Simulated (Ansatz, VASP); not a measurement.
## Two plane-wave programs on BaTiO3

INCAR

```
SYSTEM = BaTiO3
PREC = Accurate
ENCUT = 520
EDIFF = 1E-6
ISMEAR = -1
SIGMA = 0.02
LREAL = .False.
LASPH = .True.
NELM = 100
ALGO = Normal
ISIF = 2
LWAVE = .False.
LCHARG = .True.
GGA = PE
LELF = .True.
LVHAR = .True.
NBANDS = 28
```

KPOINTS

```
Automatic mesh
0
Gamma
  6 6 6
  0 0 0
```

The input POSCAR:

```
BaTiO3
1.0
    4.0514814922      0.0000000000      0.0000000000
    0.0000000000      4.0514814922      0.0000000000
    0.0000000000      0.0000000000      4.0125839363
Ba Ti O
1 1 3
Direct
    0.5000000000      0.5000000000      0.5807531748
    0.0000000000      0.0000000000      0.0960831836
    0.0000000000      0.5000000000      0.0652048700
    0.5000000000      0.0000000000      0.0652048700
    0.0000000000      0.0000000000      0.5527508916
```

Input for Ansatz:

```yaml
crystal:
  lattice:
    - [4.0514814922, 0.0, 0.0]
    - [0.0, 4.0514814922, 0.0]
    - [0.0, 0.0, 4.0125839363]
  atoms:
    - { symbol: Ba, position: [0.5, 0.5, 0.5807531748] }
    - { symbol: Ti, position: [0.0, 0.0, 0.0960831836] }
    - { symbol: O, position: [0.0, 0.5, 0.06520487] }
    - { symbol: O, position: [0.5, 0.0, 0.06520487] }
    - { symbol: O, position: [0.0, 0.0, 0.5527508916] }
kpoints:
  mp_grid: { grid: [6, 6, 6] }
  band_path:
    path:
      - [0.0, 0.0, 0.0]
      - [0.0, 0.5, 0.0]
      - [0.5, 0.5, 0.0]
      - [0.0, 0.0, 0.5]
      - [0.0, 0.5, 0.5]
      - [0.5, 0.5, 0.5]
    npoints: 1
hamiltonian:
  xc: pbe
scf:
  occupations: { method: fermi_dirac, width: 0.02 }
  n_extra_bands: 5
output:
  forces: true
  stress: true
  eigenvalues: true
```

Change from the starting cell: epitaxial_xy strain +2.0%.

Alike in both runs: task single point; functional PBE; k mesh 6 × 6 × 6; occupations fermi-dirac, width 0.02 eV; no spin polarisation.

|  | VASP | Ansatz |
| --- | --- | --- |
| version | VASP 6.6.1 | Ansatz 0.2.0 |
| potentials or method | VASP PAW PBE potentials, release 64 (Ba_sv, Ti_sv, O) | plane waves, PAW |
| plane-wave cutoff (eV) | 520 | 420 |
| valence electrons in the cell | 40 | 40 |

```tsv
	VASP	Ansatz	Ansatz less VASP
gap on the k mesh at the Fermi level (eV)	1.75	1.82	+0.066
pressure (GPa)	1.2	-0.4	-1.63
traceless stress, the component that is largest in VASP (GPa)	3.76	3.61	-0.148
rms of the force components (eV/Å)	0.056	0.033	-0.0229
```

Atom by atom the forces differ by 0.026 eV/Å (rms over components).

Neither program's run includes spin-orbit coupling.
